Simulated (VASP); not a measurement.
CdSe:

```
Cd Se
1.0
     0.00000    3.16810    2.91219
     3.16810    0.00000    2.91219
     3.16810    3.16810    0.00000
Cd Se
1 1
Cartesian
  0.0000 0.0000 0.0000
  1.5840 1.5840 1.4561
```

This cell differs from its parent crystal: epitaxial xy strain +3.3%.

Base run:

* Program: VASP 6.6.1
* Functional: r2SCAN
* Potentials or basis: VASP PAW PBE potentials, release 64 (Cd, Se)
* Cutoff: 520 eV
* k mesh: 8 × 8 × 8
* Occupations: gaussian, width 0.01 eV
* Spin: no spin polarisation

Its results: band gap on the k mesh 0.84 eV, direct; pressure -0.6 GPa.

**Question.** The run is repeated on the same cell with these changes: functional from r2SCAN to PBE; occupations from gaussian, width 0.01 eV to fermi-dirac, width 0.02 eV. What comes out?

**Answer.** Band gap on the k mesh 0.37 eV, direct; pressure 0.9 GPa.

Caveats: the PAW data sets were made with another functional, which shifts forces and pressure a little (some runs).

